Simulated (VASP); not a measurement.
Runs of VASP 6.6.1 on Al. The structure is that of space group Fm-3m (No. 225), or close to it. The cells are those of the table. 

| task | level | potentials or basis | cell | k mesh | cutoff (eV) | grid for exact exchange (PRECFOCK) | screening parameter | gap on the mesh (eV) | pressure (GPa) | relaxed volume (Å³/atom) |
| --- | --- | --- | --- | --- | --- | --- | --- | --- | --- | --- |
| single point | HSE06 | VASP PAW PBE potentials, release 64 (Al) | a = 2.857 Å, angles 60.0°, 1 atom | 9 × 9 × 9 | 520 | Normal | 0.2079 1/Å | none | -0.5 | - |
| single point | r2SCAN | VASP PAW PBE potentials, release 64 (Al) | a = 2.823 Å, angles 60.0°, 1 atom | 16 × 16 × 16 | 520 | - | - | none | (a) | - |
| relaxation of cell and atoms | r2SCAN | VASP PAW PBE potentials, release 64 (Al) | relaxed from a = 2.863 Å, angles 60.0°, 1 atom | 16 × 16 × 16 | 600 | - | - | none | 0.0 | 15.87 |
| single point | LDA | VASP PAW LDA potentials, release 64 (Al) | a = 2.817 Å, angles 60.0°, 1 atom | 16 × 16 × 16 | 520 | - | - | none | 0.1 | - |
| single point | PBE | VASP PAW PBE potentials, release 64 (Al) | a = 2.857 Å, angles 60.0°, 1 atom | 16 × 16 × 16 | 520 | - | - | none | 0.0 | - |
| relaxation of cell and atoms | LDA | VASP PAW LDA potentials, release 64 (Al) | relaxed from a = 2.863 Å, angles 60.0°, 1 atom | 16 × 16 × 16 | 600 | - | - | none | 0.0 | (b) |
| relaxation of cell and atoms | PBE | VASP PAW PBE potentials, release 64 (Al) | relaxed from a = 2.863 Å, angles 60.0°, 1 atom | 16 × 16 × 16 | 600 | - | - | none | 0.1 | 16.46 |
| single point | PBE0 | VASP PAW PBE potentials, release 64 (Al) | a = 2.857 Å, angles 60.0°, 1 atom | 9 × 9 × 9 | 520 | Normal | - | none | -0.8 | - |

Alike in all rows: no spin polarisation; smearing fermi-dirac 0.05 eV.

Question: Fill in the values left out.

Answer: (a) -0.2; (b) 15.81.

Caveats: the PAW data sets were made with another functional, which shifts forces and pressure a little (some runs).

A gap of «none» marks levels without a gap at the run's occupations.
